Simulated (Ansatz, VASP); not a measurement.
# Pb: VASP beside Ansatz

The input INCAR:

```
  PREC = Accurate
  ENCUT = 520
  EDIFF = 1E-7
  ISMEAR = 1
  SIGMA = 0.025
  LREAL = False
  LASPH = True
  NELM = 100
  ALGO = Normal
  ISIF = 2
  LWAVE = False
  LCHARG = False
  GGA = PE
  NBANDS = 13
```

Contents of KPOINTS:

```
Automatic mesh
0
Gamma
  9 9 9
```

File POSCAR:

```
Pb
1.0
   -1.8377531478      1.8377531478      1.8377531478
    1.8377531478     -1.8377531478      1.8377531478
    1.8377531478      1.8377531478     -1.8377531478
Pb
1
Direct
    0.0000000000      0.0000000000      0.0000000000
```

Contents of input.yaml:

```yaml
crystal:
  lattice:
    - [-1.8377531478, 1.8377531478, 1.8377531478]
    - [1.8377531478, -1.8377531478, 1.8377531478]
    - [1.8377531478, 1.8377531478, -1.8377531478]
  atoms:
    - { symbol: Pb, position: [0.0, 0.0, 0.0] }
hamiltonian:
  xc: pbe
  pseudopotentials: { kind: nc, accuracy: standard, xc_functional: lda }
kpoints:
  mp_grid: { grid: [9, 9, 9] }
scf:
  occupations: { method: cold, width: 0.025 }
output:
  forces: true
  stress: true
  eigenvalues: true
  write_density: true
  write_potential: true
  elf: true
  volumetric_format: npy
```

Change from the starting cell: volume scaled by 0.8.

Alike in both runs: task single point; functional PBE; k mesh 9 × 9 × 9; no spin polarisation.

```csv
,VASP,Ansatz
version,VASP 6.6.1,Ansatz 0.2.0
potentials or method,"VASP PAW PBE potentials, release 64 (Pb_d)",PseudoDojo standard (LDA files)
plane-wave cutoff (eV),520,762
occupations,"methfessel-paxton of order 1, width 0.025 eV","cold, width 0.025 eV"
valence electrons in the cell,14,14
```

|  | VASP | Ansatz | Ansatz less VASP |
| --- | --- | --- | --- |
| gap on the k mesh at the Fermi level (eV) | none | none | - |
| pressure (GPa) | 17.5 | 17.5 | -0.03 |

A gap of «none» marks a metal or a gap that the smearing closes.

Spin-orbit coupling is off throughout.
